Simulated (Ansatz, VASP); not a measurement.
# Cu: VASP beside Ansatz

```
Cu
1.0
     0.00000    1.87980    1.66290
     1.87980    0.00000    1.66290
     1.87980    1.87980    0.00000
Cu
1
Direct
  0.00000 0.00000 0.00000
```

Change from the starting cell: strain +0.040 along x and y, -0.080 along z, atoms carried along.

Alike in both runs: task single point; functional PBEsol; k mesh 22 × 22 × 22; occupations gaussian, width 0.15 eV; no spin polarisation.

```csv
,VASP,Ansatz
version,VASP 6.6.1,Ansatz 0.2.0
potentials or method,"VASP PAW PBE potentials, release 64 (Cu), cutoff 520 eV","scalar-relativistic, plane waves, PAW"
valence electrons in the cell,11,19
```

|  | VASP | Ansatz | Ansatz less VASP |
| --- | --- | --- | --- |
| gap on the k mesh at the Fermi level (eV) | none | none | - |
| pressure (GPa) | -4.8 | -5.5 | -0.69 |
| traceless stress, the component that is largest in VASP (GPa) | 2.53 | 2.56 | +0.030 |

VASP's potentials were made for PBE, not for PBEsol. A gap of «none» marks a metal or a gap that the smearing closes. VASP's potentials hold 11 valence electrons a cell and Ansatz's 19, so a difference there can come from the potentials and not from the codes.
